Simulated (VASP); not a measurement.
# SnSe in VASP: a series of runs, part 2 of 2

VASP 6.6.1.

## Step 3: Single point, PBE (zz strain of -2 %)

File INCAR:

```
SYSTEM = SnSe
PREC = Accurate
ENCUT = 520
EDIFF = 1E-6
ISMEAR = -1
SIGMA = 0.02
LREAL = .False.
LASPH = .True.
NELM = 100
ALGO = Normal
ISIF = 2
LWAVE = .False.
LCHARG = .False.
GGA = PE
NBANDS = 17
```

File KPOINTS:

```
Automatic mesh
0
Gamma
  9 9 9
  0 0 0
```

File POSCAR:

```
SnSe
1.0
    0.0000000000      3.0100000000      2.9498000000
    3.0100000000      0.0000000000      2.9498000000
    3.0100000000      3.0100000000      0.0000000000
Sn Se
1 1
Direct
    0.0000000000      0.0000000000      0.0000000000
    0.5000000000      0.5000000000      0.5000000000
```

Potentials or basis: VASP PAW PBE potentials, release 64 (Sn_d, Se).

On the command line:

```console
$ cat potpaw_PBE.64/Sn_d/POTCAR potpaw_PBE.64/Se/POTCAR > POTCAR
$ mpirun -np 1 vasp_std > vasp.out
```

OUTCAR:

```text
SYSTEM = SnSe
   PREC = Accurate
   ENCUT = 520
   EDIFF = 1E-6
   ISMEAR = -1
   LREAL = .False.
   LASPH = .True.
   NELM = 100
   ISIF = 2
   GGA = PE

 ion  position               nearest neighbor table
   1  0.000  0.000  0.000-   2 2.95   2 2.95   2 3.01   2 3.01   2 3.01   2 3.01
   2  0.500  0.500  0.500-   1 2.95   1 2.95   1 3.01   1 3.01   1 3.01   1 3.01

  LATTYP: Found a body centered tetragonal cell.
 ALAT       =     4.2567828227
 C/A-ratio  =     1.3859292911

  Lattice vectors:

 A1 = (   0.0000000000,  -3.0100000000,  -2.9498000000)
 A2 = (   0.0000000000,   3.0100000000,  -2.9498000000)
 A3 = (   3.0100000000,   0.0000000000,   2.9498000000)

Analysis of symmetry for initial positions (statically):
=====================================================================
 Subroutine PRICEL returns:
 Original cell was already a primitive cell.

 Routine SETGRP: Setting up the symmetry group for a
 body centered tetragonal supercell.

 Subroutine GETGRP returns: Found 16 space group operations
 (whereof 16 operations were pure point group operations)
 out of a pool of 16 trial point group operations.

The static configuration has the point symmetry D_4h.
[... 159 lines left out ...]

 E-fermi :   6.0886     XC(G=0):  -9.6893

 val. band max:        5.8302332729   @ k =  -0.3333  -0.0000   0.1111
 cond. band min:       6.3394399234   @ k =  -0.3333   0.1111   0.0000
 fundamental gap:      0.5092066505
 Fermi energy:         6.0885727209

 k-point     1 :       0.0000    0.0000    0.0000
  band No.  band energies     occupation
      1     -15.7887      2.00000
      2     -15.7878      2.00000
      3     -15.7827      2.00000
      4     -15.7827      2.00000
      5     -15.7790      2.00000
      6      -8.1895      2.00000
[... 457 lines left out ...]
      4     -15.7633      2.00000
      5     -15.7633      2.00000
      6      -6.9155      2.00000
[... 9 lines left out ...]
     16      17.6252      0.00000
     17      18.4322      0.00000

 [... further k-points ...]

------------------------ aborting loop because EDIFF is reached ----------------------------------------

  FORCE on cell =-STRESS in cart. coord.  units (eV):
  Direction    XX          YY          ZZ          XY          YZ          ZX
  --------------------------------------------------------------------------------------
  -------------------------------------------------------------------------------------
  Total        0.4199091      0.4199091      1.3554904      0.0000000      0.0000000      0.0000000
  in kB       12.5866547     12.5866547     40.6304359      0.0000000      0.0000000      0.0000000
  external PRESSURE =      21.9345818 kB  Pullay stress =       0.0000000 kB

 VOLUME and BASIS-vectors are now :
 -----------------------------------------------------------------------------
  energy-cutoff  :      520.00
  volume of cell :       53.45
      direct lattice vectors                 reciprocal lattice vectors
     0.000000000  3.010000000  2.949800000    -0.166112957  0.166112957  0.169503017
     3.010000000  0.000000000  2.949800000     0.166112957 -0.166112957  0.169503017
     3.010000000  3.010000000  0.000000000     0.166112957  0.166112957 -0.169503017

 POSITION                                       TOTAL-FORCE (eV/Angst)
 -----------------------------------------------------------------------------------
      0.00000      0.00000      0.00000         0.000000      0.000000     -0.000000
      3.01000      3.01000      2.94980         0.000000      0.000000      0.000000
 -----------------------------------------------------------------------------------
    total drift:                                0.000000     -0.000000     -0.000000

  FREE ENERGIE OF THE ION-ELECTRON SYSTEM (eV)
  ---------------------------------------------------
  free  energy   TOTEN  =        -8.1969793203 eV

  energy  without entropy=       -8.1969792599  energy(sigma->0) =       -8.19697929
```

OSZICAR:

```text
N       E                     dE             d eps       ncg     rms          rms(c)
DAV:   1     0.131551862898E+03    0.13155E+03   -0.99535E+03  2585   0.146E+03
DAV:   2     0.416694036495E+01   -0.12738E+03   -0.12364E+03  2784   0.346E+02
DAV:   3    -0.804696884141E+01   -0.12214E+02   -0.12116E+02  3054   0.931E+01
DAV:   4    -0.836253532767E+01   -0.31557E+00   -0.31525E+00  3058   0.158E+01
DAV:   5    -0.837178600931E+01   -0.92507E-02   -0.92501E-02  3708   0.264E+00    0.317E+00
DAV:   6    -0.819650474397E+01    0.17528E+00   -0.42493E-01  3701   0.379E+00    0.189E+00
DAV:   7    -0.819496056010E+01    0.15442E-02   -0.79916E-02  3120   0.127E+00    0.920E-01
DAV:   8    -0.819709842378E+01   -0.21379E-02   -0.86040E-03  3174   0.832E-01    0.118E-01
DAV:   9    -0.819690581719E+01    0.19261E-03   -0.13649E-03  3693   0.311E-01    0.503E-02
DAV:  10    -0.819697370937E+01   -0.67892E-04   -0.16732E-04  3053   0.741E-02    0.114E-02
DAV:  11    -0.819697905742E+01   -0.53481E-05   -0.17855E-05  3409   0.380E-02    0.287E-03
DAV:  12    -0.819697932029E+01   -0.26286E-06   -0.11998E-06  2557   0.112E-02
   1 F= -.81969793E+01 E0= -.81969793E+01  d E =-.603403E-07
```

Wall time 36 s (1 thread of AMD EPYC 7R13 (Zen 3), shared host); peak memory 0.19 GiB.

What came out:

```
Free energy            : -8.1970 eV
Pressure               : 2.2 GPa
Band gap on the k mesh : 0.51 eV, indirect (least direct gap 0.54 eV)
```

Caveat: the cell differs from its parent crystal (zz strain of -2 %); spin-orbit coupling is left out, which moves the levels of the heavy elements.

## Step 4: Single point, PBE (zz strain of +1 %)

File INCAR:

```
ALGO     = Normal         # electronic algorithm
EDIFF    = 1E-6           # SCF threshold, eV
ENCUT    = 520            # plane-wave cutoff, eV
GGA      = PE             # functional
ISIF     = 2              # what is computed and relaxed
ISMEAR   = -1             # smearing method
LASPH    = T              # aspherical terms in the spheres
LCHARG   = F              # write CHGCAR
LREAL    = F              # projectors in reciprocal space
LWAVE    = F              # write WAVECAR
NBANDS   = 17             # bands
NELM     = 100            # most SCF steps
PREC     = Accurate       # precision mode
SIGMA    = 0.02           # smearing width, eV
```

File KPOINTS:

```
k-points
0
Gamma
  9 9 9
```

File POSCAR:

```
SnSe
1.0
    0.0000000000      3.0100000000      3.0401000000
    3.0100000000      0.0000000000      3.0401000000
    3.0100000000      3.0100000000      0.0000000000
Sn Se
1 1
Direct
    0.0000000000      0.0000000000      0.0000000000
    0.5000000000      0.5000000000      0.5000000000
```

On the command line:

```console
$ cat potpaw_PBE.64/Sn_d/POTCAR potpaw_PBE.64/Se/POTCAR > POTCAR
$ mpirun -np 1 vasp_std > vasp.out
```

It took 40 s on 1 thread of AMD EPYC 7R13 (Zen 3), shared host; peak memory 0.19 GiB.

Results (log left out):

| Quantity | Value |
| --- | --- |
| Free energy | -8.2156 eV |
| Pressure | 0.5 GPa |
| Band gap on the k mesh | 0.60 eV, indirect (least direct gap 0.62 eV) |

Stress tensor (GPa, compression positive):
```
 0.89  0.00  0.00
 0.00  0.89  0.00
 0.00  0.00 -0.25
```

Levels at points of the mesh, in eV from the valence-band top:
| k point | band 6 | band 7 | band 8 | band 9 | band 10 | band 11 | band 12 | band 13 | band 14 | band 15 |
| --- | --- | --- | --- | --- | --- | --- | --- | --- | --- | --- |
| (0.00, 0.00, 0.00) | -13.74 | -5.04 | -2.14 | -2.14 | -2.04 | 4.18 | 4.41 | 4.41 | 5.88 | 5.96 |

Caveat: the cell differs from its parent crystal (zz strain of +1 %); spin-orbit coupling is left out, which moves the levels of the heavy elements. A k mesh can miss the band edges.

## Step 5: Single point, PBE (zz strain of +3 %)

File INCAR:

```
SYSTEM = SnSe
ALGO = Normal ; EDIFF = 1E-6
ENCUT = 520 ; GGA = PE
ISIF = 2 ; ISMEAR = -1
LASPH = .TRUE. ; LCHARG = .FALSE.
LREAL = .FALSE. ; LWAVE = .FALSE.
NBANDS = 17 ; NELM = 80
PREC = Accurate ; SIGMA = 0.02
```

File KPOINTS:

```
k-points
0
G
  9 9 9
  0 0 0
```

File POSCAR:

```
SnSe
1.0
    0.0000000000      3.0100000000      3.1003000000
    3.0100000000      0.0000000000      3.1003000000
    3.0100000000      3.0100000000      0.0000000000
Sn Se
1 1
Direct
    0.0000000000      0.0000000000      0.0000000000
    0.5000000000      0.5000000000      0.5000000000
```

On the command line:

```console
$ cat potpaw_PBE.64/Sn_d/POTCAR potpaw_PBE.64/Se/POTCAR > POTCAR
$ mpirun -np 1 vasp_std > vasp.out
```

It took 42 s on 1 thread of AMD EPYC 7R13 (Zen 3), shared host; peak memory 0.19 GiB.

The run converged. Its results:

* Free energy: -8.2068 eV
* Pressure: -0.3 GPa
* Band gap on the k mesh: 0.56 eV, indirect (least direct gap 0.63 eV)

Stress tensor (GPa, compression positive):
```
 0.65  0.00  0.00
 0.00  0.65  0.00
 0.00  0.00 -2.33
```

Levels at points of the mesh, in eV from the valence-band top:
| k point | band 8 | band 9 | band 10 | band 11 | band 12 | band 13 |
| --- | --- | --- | --- | --- | --- | --- |
| (0.00, 0.00, 0.00) | -2.17 | -2.17 | -1.91 | 3.79 | 4.45 | 4.45 |

Caveat: the cell differs from its parent crystal (zz strain of +3 %); spin-orbit coupling is left out, which moves the levels of the heavy elements.

## Step 6: Single point, PBE (volume scaled by 0.96)

File INCAR:

```
SYSTEM = SnSe
PREC = Accurate
ENCUT = 520
EDIFF = 1E-7
ISMEAR = -1
SIGMA = 0.02
LREAL = .False.
LASPH = .True.
NELM = 100
ALGO = Normal
ISIF = 2
LWAVE = .False.
LCHARG = .False.
GGA = PE
NBANDS = 17
```

File KPOINTS:

```
regular mesh
0
Gamma
  9 9 9
  0 0 0
```

File POSCAR:

```
SnSe
1.0
    0.0000000000      2.9693193375      2.9693193375
    2.9693193375      0.0000000000      2.9693193375
    2.9693193375      2.9693193375      0.0000000000
Sn Se
1 1
Direct
    0.0000000000      0.0000000000      0.0000000000
    0.5000000000      0.5000000000      0.5000000000
```

Potentials or basis: VASP PAW PBE potentials, release 64 (Sn_d, Se).

On the command line:

```console
$ cat potpaw_PBE.64/Sn_d/POTCAR potpaw_PBE.64/Se/POTCAR > POTCAR
$ mpirun -np 1 vasp_std > vasp.out
```

Run time: 19 s. Hardware: 1 thread of Intel Xeon Platinum 8259CL at 2.50GHz (Skylake/Cascade Lake), shared host; peak memory 0.19 GiB.

It converged, with:

```
Free energy : -8.1842 eV
Pressure    : 3.4 GPa
```

Levels at points of the mesh, in eV from the Fermi level:
```tsv
k point	band 8	band 9	band 10	band 11	band 12	band 13
(0.00, 0.00, 0.00)	-2.58	-2.58	-2.58	4.20	4.20	4.20
```

Caveat: this odd mesh misses L, where the gap lies, so gap, dielectric constants and Born charges aren't listed; spin-orbit coupling is left out, which moves the levels of the heavy elements.

## Step 7: Summary

```csv
cell,gap on the mesh (eV),pressure (GPa)
"a = 4.300, b = 4.300, c = 4.342 Å, angles 59.7, 59.7, 60.7°, 2 atoms",0.65,-0.9
"a = 4.214, b = 4.214, c = 4.257 Å, angles 59.7, 59.7, 60.7°, 2 atoms",0.51,2.2
"a = 4.278, b = 4.278, c = 4.257 Å, angles 60.2, 60.2, 59.7°, 2 atoms",0.60,0.5
"a = 4.321, b = 4.321, c = 4.257 Å, angles 60.5, 60.5, 59.0°, 2 atoms",0.56,-0.3
"a = 4.199 Å, angles 60.0°, 2 atoms",-,3.4
```

Alike in all rows: task single point; level PBE; potentials or basis VASP PAW PBE potentials, release 64 (Sn_d, Se); no spin polarisation; k mesh 9 × 9 × 9; cutoff (eV) 520; smearing fermi-dirac 0.02 eV.

Caveats: spin-orbit coupling is left out, which moves the levels of the heavy elements.

Absolute energies hang on the potentials; compare differences alone.
